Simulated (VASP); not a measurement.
Set up this calculation in VASP 6.6.1, as the native input.

| Item | Value |
| --- | --- |
| Task | relaxation of cell and atoms |
| Functional | PBE |
| Potentials or basis | VASP PAW PBE potentials, release 64 (Rb_sv, Na_pv) |
| Cutoff | 600 eV |
| k mesh | 3 × 3 × 4 |
| Occupations | gaussian, width 0.1 eV |
| Spin | no spin polarisation |
| Dipole correction | no |
| Further INCAR settings | ALGO = Normal; EDIFF = 1e-06; IBRION = 2; EDIFFG = -0.04; NSW = 90; ISIF = 3 |

The structure of RbNa lies in POSCAR:

```
RbNa
1.0
    6.3250641529      0.0000000000      0.0000000000
   -3.1625320765      5.4776662370      0.0000000000
    0.0000000000      0.0000000000      5.1031767597
Rb Na
3 3
Direct
    0.5000000000      0.0000000000      0.0000000000
    0.5000000000      0.5000000000      0.0000000000
    0.0000000000      0.5000000000      0.0000000000
    0.0000000000      0.0000000000      0.0000000000
    0.3333333333      0.6666666667      0.5000000000
    0.6666666667      0.3333333333      0.5000000000
```

One way to write it, as run:

INCAR

```
  PREC = Accurate
  ENCUT = 600
  EDIFF = 1E-6
  ISMEAR = 0
  SIGMA = 0.1
  LREAL = False
  LASPH = True
  NELM = 80
  ALGO = Normal
  ISIF = 3
  LWAVE = False
  LCHARG = False
  GGA = PE
  IBRION = 2
  NSW = 90
  EDIFFG = -0.04
```

KPOINTS

```
regular mesh
0
Gamma
  3 3 4
```

Potentials or basis: VASP PAW PBE potentials, release 64 (Rb_sv, Na_pv).

The run is started by

```console
$ cat potpaw_PBE.64/Rb_sv/POTCAR potpaw_PBE.64/Na_pv/POTCAR > POTCAR
$ mpirun -np 1 vasp_std > vasp.out
```

Results of the run:

- Relaxed volume: 81.58 Å³/atom
- Relaxed cell: a = 9.276 Å, b = 9.276 Å, c = 6.569 Å, α = 90.00°, β = 90.00°, γ = 120.00°
- Space group after relaxing (to 0.05 Å): P6/mmm (No. 191)
- Energy gained by relaxing: 1063.6 meV/atom
- Ionic steps: 10
- Pressure after relaxing: 0.0 GPa
- Band gap on the k mesh: zero (band 24 reaches -0.44 eV, above the bottom of band 25 at -0.84 eV)

Caveat: the k points lie up to 0.26 Å⁻¹ apart in the final cell; the volume moved by over 15 % at a fixed basis, so the end points are rough.

Wall time 9.1 min on 1 thread of Intel Xeon 6975P-C (shared host), peak memory 0.37 GiB.
